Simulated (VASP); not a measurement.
# BaTiHO3 (a cell with a defect) in VASP: further runs, part 2 of 2

VASP 6.6.1.

## 3. Single point, PBE

File INCAR:

```
SYSTEM = BaTiHO3
PREC = Accurate ; ENCUT = 520
EDIFF = 1E-6 ; ISMEAR = -1
SIGMA = 0.1 ; LREAL = .FALSE.
LASPH = .TRUE. ; NELM = 120
ALGO = Normal ; ISIF = 2
LWAVE = .FALSE. ; LCHARG = .FALSE.
GGA = PE ; NBANDS = 30
GGA_COMPAT = .FALSE.
```

File KPOINTS:

```
Automatic mesh
0
G
  4 4 4
  0 0 0
```

File POSCAR:

```
BaTiHO3
1.0
    3.9998000000      0.0000000000      0.0000000000
    0.0000000000      3.9998000000      0.0000000000
    0.0000000000      0.0000000000      4.0180000000
Ba Ti O H
1 1 3 1
Direct
    0.0000000000      0.0000000000      0.0000000000
    0.5000000000      0.5000000000      0.4900000000
    0.5000000000      0.5000000000      0.0190000000
    0.5000000000      0.0000000000      0.5170000000
    0.0000000000      0.5000000000      0.5170000000
   -0.2740912046      0.1253932697      0.5049061722
```

Potentials or basis: VASP PAW PBE potentials, release 64 (Ba_sv, Ti_sv, O, H).

The run is started by

```console
$ cat potpaw_PBE.64/Ba_sv/POTCAR potpaw_PBE.64/Ti_sv/POTCAR potpaw_PBE.64/O/POTCAR potpaw_PBE.64/H/POTCAR > POTCAR
$ mpirun -np 1 vasp_std > vasp.out
```

OUTCAR:

```text
SYSTEM = BaTiHO3
   PREC = Accurate
   ENCUT = 520
   EDIFF = 1E-6
   ISMEAR = -1
   LREAL = .FALSE.
   LASPH = .TRUE.
   NELM = 120
   ISIF = 2
   GGA = PE

 ion  position               nearest neighbor table
   1  0.000  0.000  0.000-   6 2.33   6 2.36   5 2.79   4 2.79   5 2.79   4 2.79   3 2.83   3 2.83
                             3 2.83   3 2.83   4 2.88   5 2.88   5 2.88   4 2.88   2 3.45   2 3.45
   2  0.500  0.500  0.490-   6 1.75   3 1.89   5 2.00   4 2.00   4 2.00   5 2.00   3 2.13   1 3.45
                             1 3.45   1 3.45   1 3.45   1 3.49   1 3.49   1 3.49   1 3.49
   3  0.500  0.500  0.019-   2 1.89   2 2.13   1 2.83   1 2.83   1 2.83   1 2.83
   4  0.500  0.000  0.517-   6 1.03   2 2.00   2 2.00   1 2.79   1 2.79   1 2.88   1 2.88
   5  0.000  0.500  0.517-   2 2.00   2 2.00   1 2.79   1 2.79   1 2.88   1 2.88
   6  0.726  0.125  0.505-   4 1.03   2 1.75   1 2.33   1 2.36

  LATTYP: Found a simple tetragonal cell.
 ALAT       =     3.9998000000
 C/A-ratio  =     1.0045502275

  Lattice vectors:

 A1 = (   3.9998000000,   0.0000000000,   0.0000000000)
 A2 = (   0.0000000000,   3.9998000000,   0.0000000000)
 A3 = (   0.0000000000,   0.0000000000,   4.0180000000)

Analysis of symmetry for initial positions (statically):
=====================================================================
 Subroutine PRICEL returns:
 Original cell was already a primitive cell.

 Routine SETGRP: Setting up the symmetry group for a
 simple tetragonal supercell.

 Subroutine GETGRP returns: Found  1 space group operations
 (whereof  1 operations were pure point group operations)
 out of a pool of 16 trial point group operations.

The static configuration has the point symmetry C_1 .

Analysis of symmetry for dynamics (positions and initial velocities):
=====================================================================
 Subroutine PRICEL returns:
 Original cell was already a primitive cell.

 Routine SETGRP: Setting up the symmetry group for a
 simple tetragonal supercell.

 Subroutine GETGRP returns: Found  1 space group operations
 (whereof  1 operations were pure point group operations)
 out of a pool of 16 trial point group operations.

The dynamic configuration has the point symmetry C_1 .

 Subroutine INISYM returns: Found  1 space group operations
 (whereof  1 operations are pure point group operations),
 and found     1 'primitive' translations

----------------------------------------------------------------------------------------

                                     Primitive cell

  volume of cell :      64.2816

  direct lattice vectors                    reciprocal lattice vectors
     3.999800000  0.000000000  0.000000000     0.250012501  0.000000000  0.000000000
     0.000000000  3.999800000  0.000000000     0.000000000  0.250012501  0.000000000
     0.000000000  0.000000000  4.018000000     0.000000000  0.000000000  0.248880040

  length of vectors
     3.999800000  3.999800000  4.018000000     0.250012501  0.250012501  0.248880040

  position of ions in fractional coordinates (direct lattice)
     0.000000000  0.000000000  0.000000000
     0.500000000  0.500000000  0.490000000
     0.500000000  0.500000000  0.019000000
     0.500000000  0.000000000  0.517000000
     0.000000000  0.500000000  0.517000000
     0.725908795  0.125393270  0.504906172

  ion indices of the primitive-cell ions
[... 31 lines left out ...]

 Found     36 irreducible k-points:

 Following reciprocal coordinates:
            Coordinates               Weight
  0.000000  0.000000  0.000000      1.000000
  0.250000  0.000000  0.000000      2.000000
  0.000000  0.250000  0.000000      2.000000
  0.500000  0.000000  0.000000      1.000000
  0.000000  0.500000  0.000000      1.000000
  0.250000  0.250000  0.000000      2.000000
[... 16 lines left out ...]
 -0.250000  0.500000  0.250000      2.000000
  0.500000 -0.250000  0.250000      2.000000
 [... further k-points ...]
   k-points           NKPTS =     36   k-points in BZ     NKDIM =     36   number of bands    NBANDS=     30
   number of dos      NEDOS =    301   number of ions     NIONS =      6
   total plane-waves  NPLWV =  27000
   dimension x,y,z NGX =    30 NGY =   30 NGZ =   30
   dimension x,y,z NGXF=    60 NGYF=   60 NGZF=   60
   ions per type =               1   1   3   1
   NGX,Y,Z   is equivalent  to a cutoff of  12.47, 12.47, 12.41 a.u.
   NGXF,Y,Z  is equivalent  to a cutoff of  24.94, 24.94, 24.83 a.u.
 SYSTEM =  BaTiHO3
   PREC   = accura    normal or accurate (medium, high low for compatibility)
   ISTART =      0    job   : 0-new  1-cont  2-samecut
   ICHARG =      2    charge: 1-file 2-atom 10-const
   ISPIN  =      1    spin polarized calculation?
   LNONCOLLINEAR =      F non collinear calculations
   LSORBIT =      F    spin-orbit coupling
   LASPH  =      T    aspherical Exc in radial PAW
   ENCUT  =  520.0 eV  38.22 Ry    6.18 a.u.   7.44  7.44  7.47*2*pi/ulx,y,z
   NELM   =    120;   NELMIN=  2; NELMDL= -5     # of ELM steps
   EDIFF  = 0.1E-05   stopping-criterion for ELM
   LREAL  =      F    real-space projection
   EDIFFG = 0.1E-04   stopping-criterion for IOM
   NSW    =      0    number of steps for IOM
   IBRION =     -1    ionic relax: 0-MD 1-quasi-New 2-CG
   NFREE  =      0    steps in history (QN), initial steepest desc. (CG)
   ISIF   =      2    stress and relaxation
   ISYM   =      2    0-nonsym 1-usesym 2-fastsym
   POTIM  = 0.5000    time-step for ionic-motion
   TEBEG  =    0.0;   TEEND  =   0.0 temperature during run
   PSTRESS=    0.0 pullay stress
   NELECT =      41.0000    total number of electrons
   NUPDOWN=      -1.0000    fix difference up-down
   EMIN   =  10.00;   EMAX   =-10.00  energy-range for DOS
   EFERMI =   0.00;   METHOD = LEGACY
   ISMEAR =    -1;   SIGMA  =   0.10  broadening in eV -4-tet -1-fermi 0-gaus
   EFERMI_NEDOS =   21; number of points for ismear=-14 and -15
   IALGO  =     38    algorithm
   IMIX   =      4    mixing-type and parameters
     AMIX     =   0.40;   BMIX     =  1.00
     AMIX_MAG =   1.60;   BMIX_MAG =  1.00
  volume/ion in A,a.u.               =      10.71        72.30
  Fermi-wavevector in a.u.,A,eV,Ry     =   1.409204  2.663010 27.019221  1.985857
  Thomas-Fermi vector in A             =   2.531284
   LORBIT       =      0    0 simple, 1 ext, 2 COOP (PROOUT), +10 PAW based schemes
   GGA     = PE    functional components
   LHFCALC =     F    Hartree Fock is set to
   AEXX    =    0.0000 exact exchange contribution
   IVDW    =     0    specifies the selected vdW correction
   LEPSILON=     F    determine dielectric tensor
   LRPA    =     F    only Hartree local field effects (RPA)
 non-spin polarized calculation
  energy-cutoff  :      520.00
  volume of cell :       64.28
 maximum number of plane-waves:      1755
 NGX is ok and might be reduce to    30
   NGX = 15   NGY = 15   NGZ = 15

 number of electron      40.9999979 magnetization

 Free energy of the ion-electron system (eV)
  ---------------------------------------------------
  ext. energy  EPLUGINS =         0.00000000
  ---------------------------------------------------
  free energy    TOTEN  =       -40.89059870 eV

  energy without entropy =      -40.83276388  energy(sigma->0) =      -40.86168129

 E-fermi :   7.6392     XC(G=0): -11.4100

 val. band max:        7.6241381083   @ k =  -0.2500   0.2500   0.2500
 cond. band min:       7.7332892769   @ k =   0.0000   0.0000   0.0000
 fundamental gap:      0.1091511686
 Fermi energy:         7.6391846907

 k-point     1 :       0.0000    0.0000    0.0000
  band No.  band energies     occupation
      1     -50.6754      2.00000
      2     -27.1217      2.00000
      3     -27.0898      2.00000
      4     -26.8768      2.00000
      5     -21.0438      2.00000
      6     -15.2670      2.00000
[... 781 lines left out ...]
     29      12.7356      0.00000
     30      13.5262      0.00000

 [... further k-points ...]
[... 5 lines left out ...]
  --------------------------------------------------------------------------------------
  -------------------------------------------------------------------------------------
  Total        6.0208552      8.9258539      6.9844791     -1.6336304     -0.1901990      0.1893834
  in kB      150.0659901    222.4712384    174.0837033    -40.7171997     -4.7405888      4.7202619
  external PRESSURE =     182.2069773 kB  Pullay stress =       0.0000000 kB

 VOLUME and BASIS-vectors are now :
 -----------------------------------------------------------------------------
  energy-cutoff  :      520.00
  volume of cell :       64.28
      direct lattice vectors                 reciprocal lattice vectors
     3.999800000  0.000000000  0.000000000     0.250012501  0.000000000  0.000000000
     0.000000000  3.999800000  0.000000000     0.000000000  0.250012501  0.000000000
     0.000000000  0.000000000  4.018000000     0.000000000  0.000000000  0.248880040

 POSITION                                       TOTAL-FORCE (eV/Angst)
 -----------------------------------------------------------------------------------
      0.00000      0.00000      0.00000         0.901192     -0.436026      0.260164
      1.99990      1.99990      1.96882        -1.169312      1.911403      0.825876
      1.99990      1.99990      0.07634         0.035180     -0.050528     -0.600454
      1.99990      0.00000      2.07731         0.064515     -0.416007     -0.217522
      0.00000      1.99990      2.07731        -0.055607     -0.230873     -0.253847
      2.90349      0.50155      2.02871         0.224032     -0.777969     -0.014217
 -----------------------------------------------------------------------------------
    total drift:                                0.000088     -0.000103      0.000222

  FREE ENERGIE OF THE ION-ELECTRON SYSTEM (eV)
  ---------------------------------------------------
  free  energy   TOTEN  =       -40.8905986998 eV

  energy  without entropy=      -40.8327638779  energy(sigma->0) =      -40.86168129
```

Run time: 71 s. Hardware: 1 thread of Intel Xeon Platinum 8259CL at 2.50GHz (Skylake/Cascade Lake), shared host; peak memory 0.22 GiB.

What came out:

| Item | Value |
| --- | --- |
| Free energy | -40.8906 eV |
| Pressure | 18.2 GPa |
| Largest force | 2.388 eV/Å |

Forces on the atoms (eV/Å):
```
Ba   0.901 -0.436  0.260
Ti  -1.169  1.911  0.826
O    0.035 -0.051 -0.600
O    0.065 -0.416 -0.218
O   -0.056 -0.231 -0.254
H    0.224 -0.778 -0.014
```

Stress tensor (GPa, compression positive):
```
15.01 -4.07  0.47
-4.07 22.25 -0.47
 0.47 -0.47 17.41
```

Caveat: the k points lie up to 0.39 Å⁻¹ apart; spin-orbit coupling is left out, which moves the levels of the heavy elements; an odd number of electrons without spin polarisation forces a metal; a magnetic or distorted state may lie lower; semilocal functionals often make such compounds metallic where correlation or magnetic order opens a gap, which also shifts bond lengths.
